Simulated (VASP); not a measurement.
A run of VASP 6.6.1 is set up as follows.

Contents of INCAR:

```
PREC = Accurate ; ENCUT = 600
EDIFF = 1E-6 ; ISMEAR = 1
SIGMA = 0.2 ; LREAL = F
LASPH = T ; NELM = 120
ALGO = Normal ; ISIF = 2
LWAVE = F ; LCHARG = T
GGA = PE ; LELF = T
LVHAR = T ; NBANDS = 16
GGA_COMPAT = F
```

Contents of KPOINTS:

```
regular mesh
0
Gamma
  11 11 10
```

Contents of POSCAR:

```
WC
1.0
    2.9065000000      0.0000000000      0.0000000000
   -1.4532500000      2.5171028400      0.0000000000
    0.0000000000      0.0000000000      2.8366000000
W C
1 1
Direct
    0.0000000000      0.0000000000      0.0000000000
    0.6666666667      0.3333333333      0.5000000000
```

Potentials or basis: VASP PAW PBE potentials, release 64 (W_sv, C).

Run with:

```sh
$ cat potpaw_PBE.64/W_sv/POTCAR potpaw_PBE.64/C/POTCAR > POTCAR
$ mpirun -np 1 vasp_std > vasp.out
```

**Question.** Estimate the pressure.

**Answer.** 6.7 GPa.

**Question.** What does it give for the band gap on the k mesh?

**Answer.** Zero (bands 9 and 10 overlap by 1.23 eV).

Stress tensor (GPa, compression positive):
```
6.74 0.00 0.00
0.00 6.74 0.00
0.00 0.00 6.64
```

Caveat: the cell stands under pressure; spin-orbit coupling is left out, which moves the levels of the heavy elements.
